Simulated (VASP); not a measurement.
# Ca (Pm-3m) in VASP: further runs, part 2 of 2

VASP 6.6.1. Earlier steps stand in the parts before.

### Step 3. Relaxation of cell and atoms, PBE, target pressure 6 GPa, at which the enthalpy is minimised

File INCAR:

```
SYSTEM = Ca
PREC = Accurate ; ENCUT = 600
EDIFF = 1E-6 ; ISMEAR = -1
SIGMA = 0.05 ; LREAL = .FALSE.
LASPH = .TRUE. ; NELM = 80
ALGO = Normal ; ISIF = 3
LWAVE = .FALSE. ; LCHARG = .FALSE.
GGA = PE ; IBRION = 2
NSW = 80 ; EDIFFG = -0.01
PSTRESS = 60.0
```

File KPOINTS:

```
Automatic mesh
0
G
  8 8 8
  0 0 0
```

File POSCAR:

```
Ca
1.0
    2.6150000000      0.0000000000      0.0000000000
    0.0000000000      2.6150000000      0.0000000000
    0.0000000000      0.0000000000      2.6150000000
Ca
1
Direct
    0.0000000000      0.0000000000      0.0000000000
```

Potentials or basis: VASP PAW PBE potentials, release 64 (Ca_sv).

Command:

```bash
$ cat potpaw_PBE.64/Ca_sv/POTCAR > POTCAR
$ mpirun -np 1 vasp_std > vasp.out
```

OUTCAR:

```text
SYSTEM = Ca
   PREC = Accurate
   ENCUT = 600
   EDIFF = 1E-6
   ISMEAR = -1
   LREAL = .FALSE.
   LASPH = .TRUE.
   NELM = 80
   ISIF = 3
   GGA = PE
   IBRION = 2
   NSW = 80
   EDIFFG = -0.01
   PSTRESS = 60.0

 ion  position               nearest neighbor table
   1  0.000  0.000  0.000-

  LATTYP: Found a simple cubic cell.
 ALAT       =     2.6150000000

  Lattice vectors:

 A1 = (   2.6150000000,   0.0000000000,   0.0000000000)
 A2 = (   0.0000000000,   2.6150000000,   0.0000000000)
 A3 = (   0.0000000000,   0.0000000000,   2.6150000000)

Analysis of symmetry for initial positions (statically):
=====================================================================
 Subroutine PRICEL returns:
 Original cell was already a primitive cell.

 Routine SETGRP: Setting up the symmetry group for a
 simple cubic supercell.

 Subroutine GETGRP returns: Found 48 space group operations
 (whereof 48 operations were pure point group operations)
 out of a pool of 48 trial point group operations.

The static configuration has the point symmetry O_h .

Analysis of symmetry for dynamics (positions and initial velocities):
=====================================================================
 Subroutine PRICEL returns:
 Original cell was already a primitive cell.

 Routine SETGRP: Setting up the symmetry group for a
 simple cubic supercell.

[... 137 lines left out ...]
 maximum number of plane-waves:       624
 NGX is ok and might be reduce to    24
   NGX = 11   NGY = 11   NGZ = 11

--------------------------------------- Ionic step        1  -------------------------------------------

 number of electron      10.0000000 magnetization

 Free energy of the ion-electron system (eV)
  ---------------------------------------------------
  ext. energy  EPLUGINS =         0.00000000
  ---------------------------------------------------
  free energy    TOTEN  =         0.21109659 eV

  energy without entropy =        0.21475364  energy(sigma->0) =        0.21292511

 E-fermi :   6.5844     XC(G=0): -10.9677

 val. band max:        6.5708901411   @ k =   0.5000   0.0000   0.0000
 cond. band min:       6.6981122032   @ k =   0.5000   0.1250   0.1250
 fundamental gap:      0.1272220621
 Fermi energy:         6.5844020093

 k-point     1 :       0.0000    0.0000    0.0000
  band No.  band energies     occupation
      1     -35.0075      2.00000
      2     -14.6423      2.00000
      3     -14.6423      2.00000
      4     -14.6423      2.00000
      5       2.2983      2.00000
      6       6.5619      1.22111
      7       6.5619      1.22110
      8      14.4125      0.00000
      9      14.4125      0.00000
[... 386 lines left out ...]
--------------------------------------- Ionic step        4  -------------------------------------------

 number of electron       9.9999996 magnetization

 Free energy of the ion-electron system (eV)
  ---------------------------------------------------
  ext. energy  EPLUGINS =         0.00000000
  ---------------------------------------------------
  free energy    TOTEN  =        -1.36745398 eV

  energy without entropy =       -1.36485644  energy(sigma->0) =       -1.36615521

 E-fermi :   2.9800     XC(G=0):  -8.6543

 val. band max:        2.8711936336   @ k =   0.5000   0.0000   0.0000
 cond. band min:       3.0544877075   @ k =   0.3750   0.3750   0.3750
 fundamental gap:      0.1832940739
 Fermi energy:         2.9800207657

 k-point     1 :       0.0000    0.0000    0.0000
  band No.  band energies     occupation
      1     -38.6159      2.00000
      2     -19.3635      2.00000
      3     -19.3635      2.00000
      4     -19.3635      2.00000
      5      -1.1303      2.00000
      6       3.8397      0.00000
      7       3.8397      0.00000
      8       8.2986      0.00000
      9       8.2986      0.00000
[... 308 lines left out ...]
  energy  without entropy=       -1.3648564356  energy(sigma->0) =       -1.36615521

  enthalpy is  TOTEN    =        -0.1799884546 eV   P V=        1.1874655249

 reached required accuracy - stopping structural energy minimisation
```

CONTCAR:

```text
Ca
   1.00000000000000
     3.1651438105418910   -0.0000000000000000   -0.0000000000000000
    -0.0000000000000000    3.1651438105418910   -0.0000000000000000
     0.0000000000000000   -0.0000000000000000    3.1651438105418910
  Ca
     1
Direct
     0.0000000000000000    0.0000000000000000    0.0000000000000000

  0.00000000E+00  0.00000000E+00  0.00000000E+00
```

Run time: 9.5 s. Hardware: 1 thread of Intel Xeon 6975P-C (Granite Rapids), shared host; peak memory 0.14 GiB.

Results:

```
Free energy                                            : -1.3675 eV
Relaxed volume                                         : 31.71 Å³/atom
Relaxed cell                                           : a = 3.165 Å, b = 3.165 Å, c = 3.165 Å, α = 90.00°, β = 90.00°, γ = 90.00°
Space group after relaxing (to 0.05 Å)                 : Pm-3m (No. 221)
Energy change on relaxing (the enthalpy is what falls) : -1578.6 meV/atom
Ionic steps                                            : 4
Pressure after relaxing                                : 6.0 GPa
Band gap on the k mesh                                 : zero (band 5 reaches 3.56 eV, above the bottom of band 6 at 2.78 eV)
```

Step by step:
```
step  energy change (eV)  largest force (eV/Å)  pressure (GPa)  volume (Å³)
   1              0.0000                0.0000           42.07        17.88
   2             -1.5267                0.0000            7.30        30.46
   3             -1.6207                0.0000            4.83        32.96
   4             -1.5786                0.0000            5.98        31.71
```

Final structure:
```
Ca
1.0
     3.16514    0.00000    0.00000
     0.00000    3.16514    0.00000
     0.00000    0.00000    3.16514
Ca
1
Direct
  0.00000 0.00000 0.00000
```

Caveat: the cell is relaxed towards a set pressure, so the enthalpy falls and the energy may rise; the volume moved by over 15 % at a fixed basis, so the end points are rough.

### Step 4. Relaxation of cell and atoms, PBE, target pressure 8 GPa, at which the enthalpy is minimised

File INCAR:

```
PREC = Accurate
ENCUT = 600
EDIFF = 1E-6
ISMEAR = -1
SIGMA = 0.05
LREAL = False
LASPH = True
NELM = 80
ALGO = Normal
ISIF = 3
LWAVE = False
LCHARG = False
GGA = PE
IBRION = 2
NSW = 80
EDIFFG = -0.01
PSTRESS = 80.0
```

File KPOINTS:

```
regular mesh
0
Gamma
  8 8 8
```

POSCAR is that of step 3.

Command:

```bash
$ cat potpaw_PBE.64/Ca_sv/POTCAR > POTCAR
$ mpirun -np 1 vasp_std > vasp.out
```

It took 9.3 s on 1 thread of Intel Xeon 6975P-C (Granite Rapids), shared host; peak memory 0.14 GiB.

Results (log left out):

```yaml
Free_energy: -1.2870 eV
Relaxed_volume: 29.86 Å³/atom
Relaxed_cell: a = 3.102 Å, b = 3.102 Å, c = 3.102 Å, α = 90.00°, β = 90.00°, γ = 90.00°
Space_group_after_relaxing_to_0.05_Å: Pm-3m (No. 221)
Energy_change_on_relaxing_the_enthalpy_is_what_falls: -1498.0 meV/atom
Ionic_steps: 4
Pressure_after_relaxing: 8.0 GPa
Band_gap_on_the_k_mesh: zero (band 5 reaches 3.79 eV, above the bottom of band 6 at 3.13 eV)
```

Step by step:
```
step  energy change (eV)  largest force (eV/Å)  pressure (GPa)  volume (Å³)
   1              0.0000                0.0000           42.07        17.88
   2             -1.4871                0.0000            8.30        29.64
   3             -1.5073                0.0000            7.77        30.04
   4             -1.4980                0.0000            8.00        29.86
```

Final structure:
```xyz
1
Lattice="3.1022 0.0000 0.0000 0.0000 3.1022 0.0000 0.0000 0.0000 3.1022" Properties=species:S:1:pos:R:3 pbc="T T T"
Ca    3.1022    0.0000    3.1022
```

Levels at points of the mesh, in eV from the Fermi level:
| k point | band 2 | band 3 | band 4 | band 5 | band 6 | band 7 | band 8 | band 9 |
| --- | --- | --- | --- | --- | --- | --- | --- | --- |
| (0.00, 0.00, 0.00) | -22.21 | -22.21 | -22.21 | -4.17 | 0.82 | 0.82 | 5.56 | 5.56 |
| (0.50, 0.00, 0.00) | -22.87 | -22.15 | -22.15 | -0.78 | -0.01 | 1.55 | 3.68 | 3.68 |
| (0.50, 0.50, 0.00) | -22.77 | -22.77 | -22.10 | -0.96 | 1.52 | 3.98 | 4.14 | 4.14 |
| (0.50, 0.50, 0.50) | -22.68 | -22.68 | -22.68 | 0.52 | 0.52 | 0.52 | 6.55 | 6.73 |

Caveat: the cell is relaxed towards a set pressure, so the enthalpy falls and the energy may rise; the volume moved by over 15 % at a fixed basis, so the end points are rough.

### Step 5. The runs side by side

```tsv
cell	gap on the mesh (eV)	pressure (GPa)
relaxed to 4 GPa	none	4.0
relaxed to 6 GPa	none	6.0
relaxed to 8 GPa	none	8.0
```

Alike in all rows: task relaxation of cell and atoms; level PBE; potentials or basis VASP PAW PBE potentials, release 64 (Ca_sv); no spin polarisation; k mesh 8 × 8 × 8; cutoff (eV) 600; smearing fermi-dirac 0.05 eV.

Caveats: the cell is relaxed towards a set pressure, so the enthalpy falls and the energy may rise; the volume moved by over 15 % at a fixed basis, so the end points are rough.

Absolute energies hang on the potentials; compare differences alone.
